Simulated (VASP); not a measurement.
# Cu3N: single point with PBEsol

Crystal: Cu3N.

```xyz
4
Lattice="3.8070 0.0000 0.0000 0.0000 3.8070 0.0000 0.0000 0.0000 3.8070" Properties=species:S:1:pos:R:3 pbc="T T T"
Cu    1.9035    0.0000    0.0000
Cu    0.0000    1.9035    0.0000
Cu    0.0000    0.0000    1.9035
N     0.0000    0.0000    0.0000
```

```
Program             : VASP 6.6.1
Task                : single point
Functional          : PBEsol
Potentials or basis : VASP PAW PBE potentials, release 64 (Cu, N)
Cutoff              : 600 eV
k mesh              : 6 × 6 × 6
Occupations         : gaussian, width 0.01 eV
Spin                : no spin polarisation
```

```yaml
Pressure: -3.3 GPa
Band_gap_on_the_k_mesh: 0.14 eV (least direct gap 0.69 eV)
```

Levels at points of the mesh, in eV from the valence-band top:
| k point | band 15 | band 16 | band 17 | band 18 | band 19 | band 20 | band 21 | band 22 | band 23 | band 24 |
| --- | --- | --- | --- | --- | --- | --- | --- | --- | --- | --- |
| (0.00, 0.00, 0.00) | -2.36 | -1.83 | -1.83 | -1.83 | -1.79 | 1.00 | 5.26 | 5.26 | 6.57 | 6.57 |
| (0.50, 0.00, 0.00) | -2.35 | -2.19 | -1.83 | -1.42 | -1.42 | 1.56 | 3.31 | 6.76 | 7.17 | 7.17 |
| (0.50, 0.50, 0.00) | -2.43 | -2.15 | -1.08 | -1.08 | -0.69 | 0.14 | 3.55 | 4.82 | 4.82 | 8.16 |
| (0.50, 0.50, 0.50) | -1.87 | -1.87 | 0.00 | 0.00 | 0.00 | 0.75 | 0.75 | 0.75 | 6.05 | 8.03 |

Wall time 16 s on 1 thread of Intel(R) Xeon(R) 6975P-C (Granite Rapids) (shared host), peak memory 0.18 GiB.

Caveat: the cell stands under tension; the PAW data sets were made with another functional, which shifts forces and pressure a little. A k mesh can miss the band edges.
